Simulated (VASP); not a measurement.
# NbAuF6 (I4/mmm) in VASP: single point with r2SCAN

Aim: the single point of NbAuF6 with r2SCAN.

All numbers are computed with VASP 6.6.1; they aren't measurements. Logs are shortened: lines on timing, memory, paths and dates and some standing lists are left out, and cuts for length are marked.

**1. The cell of the first run**

Symmetry: I4/mmm, No. 139, tetragonal system. Conventional cell: a = 5.594 Å, b = 5.594 Å, c = 8.535 Å, α = 90.00°, β = 90.00°, γ = 90.00°. Within 2.4 Å of Nb (site symmetry 4/mmm) lie 6 F at 1.85 to 1.88 Å. Au (site symmetry 4/mmm) has 6 F at 2.11 to 2.39 Å within 2.8 Å. Within 2.4 Å of F (site symmetry m2m) lie 1 Nb at 1.85 Å and 1 Au at 2.11 Å. Within 2.5 Å of F (site symmetry 4mm) lie 1 Nb at 1.88 Å and 1 Au at 2.39 Å.

**2. Single point, r2SCAN**

Input file POSCAR:

```
NbAuF6
1.0
    0.0000000000      5.5940033100      0.0000000033
    5.5940033100      0.0000000000      0.0000000033
    2.7970016575      2.7970016575     -4.2675456967
Nb Au F
1 1 6
Direct
    0.0000000000      0.0000000000      0.0000000000
    0.5000000000      0.5000000000      0.0000000000
    0.2333243793      0.2333243793      0.0000000000
    0.2333243793      0.7666756207      0.0000000000
    0.7666756207      0.7666756207      0.0000000000
    0.7666756207      0.2333243793      0.0000000000
    0.2197439395      0.2197439395      0.5605121209
    0.7802560605      0.7802560605      0.4394878791
```

Input file INCAR.step1:

```
PREC = Accurate
ENCUT = 520
ISMEAR = -1
SIGMA = 0.1
LREAL = False
LASPH = True
NELM = 60
NBANDS = 43
GGA = PE
ALGO = Normal
EDIFF = 1E-4
LWAVE = True
LCHARG = False
```

Input file INCAR.step2:

```
PREC = Accurate
ENCUT = 520
EDIFF = 1E-6
ISMEAR = -1
SIGMA = 0.1
LREAL = False
LASPH = True
NELM = 60
ALGO = Normal
ISIF = 2
LWAVE = False
LCHARG = False
METAGGA = R2SCAN
LMIXTAU = True
NBANDS = 43
ISTART = 1
```

Input file KPOINTS:

```
regular mesh
0
Gamma
  6 6 6
```

Potentials or basis: VASP PAW PBE potentials, release 64 (Nb_sv, Au, F).

Started as:

```sh
$ cat potpaw_PBE.64/Nb_sv/POTCAR potpaw_PBE.64/Au/POTCAR potpaw_PBE.64/F/POTCAR > POTCAR
$ cp INCAR.step1 INCAR
$ mpirun -np 1 vasp_std > vasp.out
$ cp INCAR.step2 INCAR
$ mpirun -np 1 vasp_std > vasp.out
```

OUTCAR:

```text
PREC = Accurate
   ENCUT = 520
   EDIFF = 1E-6
   ISMEAR = -1
   LREAL = False
   LASPH = True
   NELM = 60
   ISIF = 2
   METAGGA = R2SCAN
   ISTART = 1

 ion  position               nearest neighbor table
   1  0.000  0.000  0.000-   3 1.85   4 1.85   5 1.85   6 1.85   7 1.88   8 1.88
   2  0.500  0.500  0.000-   3 2.11   4 2.11   5 2.11   6 2.11   7 2.39   8 2.39
   3  0.233  0.233  0.000-   1 1.85   2 2.11
   4  0.233  0.767  0.000-   1 1.85   2 2.11
   5  0.767  0.767  0.000-   1 1.85   2 2.11
   6  0.767  0.233  0.000-   1 1.85   2 2.11
   7  0.220  0.220  0.561-   1 1.88   2 2.39
   8  0.780  0.780  0.439-   1 1.88   2 2.39

  LATTYP: Found a body centered tetragonal cell.
 ALAT       =     5.5940033100
 C/A-ratio  =     1.5257573024

  Lattice vectors:

 A1 = (  -2.7970016575,   2.7970016525,   4.2675457000)
 A2 = (   2.7970016525,  -2.7970016575,   4.2675457000)
 A3 = (   2.7970016575,   2.7970016575,  -4.2675456967)

Analysis of symmetry for initial positions (statically):
=====================================================================
 Subroutine PRICEL returns:
 Original cell was already a primitive cell.

 Routine SETGRP: Setting up the symmetry group for a
 body centered tetragonal supercell.

 Subroutine GETGRP returns: Found 16 space group operations
 (whereof 16 operations were pure point group operations)
 out of a pool of 16 trial point group operations.

The static configuration has the point symmetry D_4h.

Analysis of symmetry for dynamics (positions and initial velocities):
=====================================================================
 Subroutine PRICEL returns:
 Original cell was already a primitive cell.

 Routine SETGRP: Setting up the symmetry group for a
 body centered tetragonal supercell.

 Subroutine GETGRP returns: Found 16 space group operations
 (whereof 16 operations were pure point group operations)
 out of a pool of 16 trial point group operations.

The dynamic configuration has the point symmetry D_4h.

 Subroutine INISYM returns: Found 16 space group operations
 (whereof 16 operations are pure point group operations),
 and found     1 'primitive' translations

----------------------------------------------------------------------------------------

                                     Primitive cell

  volume of cell :     133.5438

  direct lattice vectors                    reciprocal lattice vectors
     0.000000000  5.594003310  0.000000003    -0.000000000  0.178762854  0.117163362
     5.594003310  0.000000000  0.000000003     0.178762854 -0.000000000  0.117163362
     2.797001658  2.797001658 -4.267545697     0.000000000  0.000000000 -0.234326723

  length of vectors
     5.594003310  5.594003310  5.818795650     0.213736781  0.213736781  0.234326723

  position of ions in fractional coordinates (direct lattice)
     0.000000000  0.000000000  0.000000000
     0.500000000  0.500000000  1.000000000
     0.233324379  0.233324379  1.000000000
     0.233324379  0.766675621  1.000000000
     0.766675621  0.766675621  1.000000000
     0.766675621  0.233324379  1.000000000
     0.219743939  0.219743939  0.560512121
     0.780256061  0.780256061  0.439487879

  ion indices of the primitive-cell ions
   primitive index   ion index
                 1           1
                 2           2
                 3           3
                 4           4
                 5           5
                 6           6
                 7           7
                 8           8

----------------------------------------------------------------------------------------

 KPOINTS: regular mesh

Automatic generation of k-mesh.
 Grid dimensions read from file:
 generate k-points for:    6    6    6

 Generating k-lattice:

  Cartesian coordinates                     Fractional coordinates (reciprocal lattice)
    -0.000000000  0.029793809  0.019527227     0.166666667  0.000000000  0.000000000
     0.029793809 -0.000000000  0.019527227     0.000000000  0.166666667  0.000000000
     0.000000000  0.000000000 -0.039054454     0.000000000  0.000000000  0.166666667

  Length of vectors
     0.035622797  0.035622797  0.039054454

  Shift w.r.t. Gamma in fractional coordinates (k-lattice)
     0.000000000  0.000000000  0.000000000

 Subroutine IBZKPT returns following result:
 ===========================================

 Found     30 irreducible k-points:

 Following reciprocal coordinates:
            Coordinates               Weight
  0.000000  0.000000  0.000000      1.000000
  0.166667  0.000000  0.000000      8.000000
  0.333333  0.000000  0.000000      8.000000
  0.500000  0.000000  0.000000      4.000000
  0.166667  0.166667  0.000000      8.000000
  0.333333  0.166667  0.000000     16.000000
[... 16 lines left out ...]
 -0.333333 -0.333333  0.166667      4.000000
 -0.166667 -0.333333  0.166667     16.000000
 [... further k-points ...]
   k-points           NKPTS =     30   k-points in BZ     NKDIM =     30   number of bands    NBANDS=     43
   number of dos      NEDOS =    301   number of ions     NIONS =      8
   total plane-waves  NPLWV =  84672
   dimension x,y,z NGX =    42 NGY =   42 NGZ =   48
   dimension x,y,z NGXF=    84 NGYF=   84 NGZF=   96
   ions per type =               1   1   6
   NGX,Y,Z   is equivalent  to a cutoff of  12.48, 12.48, 13.71 a.u.
   NGXF,Y,Z  is equivalent  to a cutoff of  24.96, 24.96, 27.43 a.u.
 SYSTEM =  unknown system
   PREC   = accura    normal or accurate (medium, high low for compatibility)
   ISTART =      1    job   : 0-new  1-cont  2-samecut
   ICHARG =      0    charge: 1-file 2-atom 10-const
   ISPIN  =      1    spin polarized calculation?
   LNONCOLLINEAR =      F non collinear calculations
   LSORBIT =      F    spin-orbit coupling
   LASPH  =      T    aspherical Exc in radial PAW
   ENCUT  =  520.0 eV  38.22 Ry    6.18 a.u.  10.40 10.40 10.82*2*pi/ulx,y,z
   NELM   =     60;   NELMIN=  2; NELMDL=  0     # of ELM steps
   EDIFF  = 0.1E-05   stopping-criterion for ELM
   LREAL  =      F    real-space projection
   EDIFFG = 0.1E-04   stopping-criterion for IOM
   NSW    =      0    number of steps for IOM
   IBRION =     -1    ionic relax: 0-MD 1-quasi-New 2-CG
   NFREE  =      0    steps in history (QN), initial steepest desc. (CG)
   ISIF   =      2    stress and relaxation
   ISYM   =      2    0-nonsym 1-usesym 2-fastsym
   POTIM  = 0.5000    time-step for ionic-motion
   TEBEG  =    0.0;   TEEND  =   0.0 temperature during run
   PSTRESS=    0.0 pullay stress
   NELECT =      66.0000    total number of electrons
   NUPDOWN=      -1.0000    fix difference up-down
   EMIN   =  10.00;   EMAX   =-10.00  energy-range for DOS
   EFERMI =   0.00;   METHOD = LEGACY
   ISMEAR =    -1;   SIGMA  =   0.10  broadening in eV -4-tet -1-fermi 0-gaus
   EFERMI_NEDOS =   21; number of points for ismear=-14 and -15
   IALGO  =     38    algorithm
   IMIX   =      4    mixing-type and parameters
     AMIX     =   0.40;   BMIX     =  1.00
     AMIX_MAG =   1.60;   BMIX_MAG =  1.00
  volume/ion in A,a.u.               =      16.69       112.65
  Fermi-wavevector in a.u.,A,eV,Ry     =   1.294340  2.445947 22.794048  1.675315
  Thomas-Fermi vector in A             =   2.425929
   LORBIT       =      0    0 simple, 1 ext, 2 COOP (PROOUT), +10 PAW based schemes
   METAGGA = R2SCAN    functional components
   LHFCALC =     F    Hartree Fock is set to
   AEXX    =    0.0000 exact exchange contribution
   IVDW    =     0    specifies the selected vdW correction
   LEPSILON=     F    determine dielectric tensor
   LRPA    =     F    only Hartree local field effects (RPA)
 non-spin polarized calculation
  energy-cutoff  :      520.00
  volume of cell :      133.54
 maximum number of plane-waves:      3620
 NGX is ok and might be reduce to    42
   NGX = 21   NGY = 21   NGZ = 21

 number of electron      66.0000026 magnetization

 Free energy of the ion-electron system (eV)
  ---------------------------------------------------
  ext. energy  EPLUGINS =         0.00000000
  ---------------------------------------------------
  free energy    TOTEN  =      -112.66398834 eV

  energy without entropy =     -112.65410649  energy(sigma->0) =     -112.65904742

 E-fermi :   2.9028     XC(G=0):  -8.8327

 val. band max:        2.5658792926   @ k =   0.5000   0.0000   0.0000
 cond. band min:       3.4288901324   @ k =   0.5000   0.0000   0.0000
 fundamental gap:      0.8630108397
 Fermi energy:         2.9027955208

 k-point     1 :       0.0000    0.0000    0.0000
  band No.  band energies     occupation
      1     -57.8192      2.00000
      2     -33.8164      2.00000
      3     -33.8164      2.00000
      4     -33.5593      2.00000
      5     -25.2678      2.00000
      6     -25.2255      2.00000
[... 35 lines left out ...]
     42      11.3110      0.00000
     43      12.0133      0.00000

 k-point     2 :       0.1667    0.0000    0.0000
  band No.  band energies     occupation
      1     -57.8192      2.00000
      2     -33.8170      2.00000
      3     -33.8165      2.00000
      4     -33.5594      2.00000
      5     -25.2428      2.00000
      6     -25.2220      2.00000
[... 35 lines left out ...]
     42      11.2312      0.00000
     43      11.5075      0.00000

 k-point     3 :       0.3333    0.0000    0.0000
  band No.  band energies     occupation
      1     -57.8192      2.00000
      2     -33.8182      2.00000
      3     -33.8166      2.00000
      4     -33.5596      2.00000
      5     -25.2151      2.00000
      6     -25.1901      2.00000
[... 35 lines left out ...]
     42      11.3327      0.00000
     43      11.7131      0.00000

 k-point     4 :       0.5000    0.0000    0.0000
  band No.  band energies     occupation
      1     -57.8192      2.00000
      2     -33.8189      2.00000
      3     -33.8166      2.00000
      4     -33.5597      2.00000
      5     -25.2117      2.00000
      6     -25.1617      2.00000
[... 863 lines left out ...]
     42      10.4073      0.00000
     43      11.3726      0.00000

 k-point    23 :      -0.3333   -0.3333    0.1667
  band No.  band energies     occupation
      1     -57.8192      2.00000
      2     -33.8176      2.00000
      3     -33.8172      2.00000
      4     -33.5597      2.00000
      5     -25.2734      2.00000
      6     -25.1684      2.00000
[... 35 lines left out ...]
     42       9.8496      0.00000
     43      11.3691      0.00000

 k-point    24 :      -0.1667   -0.3333    0.1667
  band No.  band energies     occupation
      1     -57.8192      2.00000
      2     -33.8181      2.00000
      3     -33.8168      2.00000
      4     -33.5598      2.00000
      5     -25.2414      2.00000
      6     -25.1758      2.00000
[... 35 lines left out ...]
     42      10.1046      0.00000
     43      11.5155      0.00000

 [... further k-points ...]
[... 5 lines left out ...]
  --------------------------------------------------------------------------------------
  -------------------------------------------------------------------------------------
  Total       20.1828676     20.1828676     10.0026870      0.0000000      0.0000000      0.0000000
  in kB      242.1418387    242.1418387    120.0061888      0.0000000      0.0000001      0.0000001
  external PRESSURE =     201.4299554 kB  Pullay stress =       0.0000000 kB

 VOLUME and BASIS-vectors are now :
 -----------------------------------------------------------------------------
  energy-cutoff  :      520.00
  volume of cell :      133.54
      direct lattice vectors                 reciprocal lattice vectors
     0.000000000  5.594003310  0.000000003    -0.000000000  0.178762854  0.117163362
     5.594003310  0.000000000  0.000000003     0.178762854 -0.000000000  0.117163362
     2.797001658  2.797001658 -4.267545697     0.000000000  0.000000000 -0.234326723

 POSITION                                       TOTAL-FORCE (eV/Angst)
 -----------------------------------------------------------------------------------
      0.00000      0.00000      0.00000         0.000000      0.000000      0.000000
      2.79700      2.79700      0.00000         0.000000      0.000000      0.000000
      1.30522      1.30522      0.00000         0.074497      0.074497      0.000000
      4.28879      1.30522      0.00000        -0.074497      0.074497      0.000000
      4.28879      4.28879      0.00000        -0.074497     -0.074497     -0.000000
      1.30522      4.28879      0.00000         0.074497     -0.074497      0.000000
      2.79700      2.79700     -2.39201        -0.000000     -0.000000      0.111967
      5.59400      5.59400     -1.87553         0.000000      0.000000     -0.111967
 -----------------------------------------------------------------------------------
    total drift:                                0.000000      0.000000     -0.000000

  FREE ENERGIE OF THE ION-ELECTRON SYSTEM (eV)
  ---------------------------------------------------
  free  energy   TOTEN  =      -112.6639883442 eV

  energy  without entropy=     -112.6541064928  energy(sigma->0) =     -112.65904742
```

It took 13 min on 1 thread of Intel Xeon Platinum 8375C at 2.90GHz (Ice Lake), shared host; peak memory 0.4 GiB.

What came out:

```yaml
Free_energy: -112.6640 eV
Pressure: 20.1 GPa
Largest_force: 0.112 eV/Å
Band_gap_on_the_k_mesh: 0.86 eV
```

Forces in eV/Å, atoms in the order of the input:
```
Nb   0.000  0.000  0.000
Au   0.000  0.000  0.000
F    0.074  0.074  0.000
F   -0.074  0.074  0.000
F   -0.074 -0.074  0.000
F    0.074 -0.074  0.000
F    0.000  0.000  0.112
F    0.000  0.000 -0.112
```

Stress tensor (GPa, compression positive):
```
24.21  0.00  0.00
 0.00 24.21  0.00
 0.00  0.00 12.00
```

Levels at points of the mesh, in eV from the valence-band top:
```
           k point  band 31  band 32  band 33  band 34  band 35  band 36
(0.00, 0.00, 0.00)    -2.51    -1.58    -0.93     1.11     1.11     1.16
(0.50, 0.00, 0.00)    -2.17    -1.00     0.00     0.86     0.94     0.99
(0.50, 0.50, 0.00)    -2.07    -1.51    -0.51     1.05     1.08     1.12
(0.00, 0.00, 0.50)    -2.18    -1.27    -0.93     1.09     1.09     1.17
```

Caveat: the stress differs along the axes, from 12 to 24 GPa; the PAW data sets were made with another functional, which shifts forces and pressure a little; spin-orbit coupling is left out, which moves the levels of the heavy elements. A k mesh can miss the band edges.
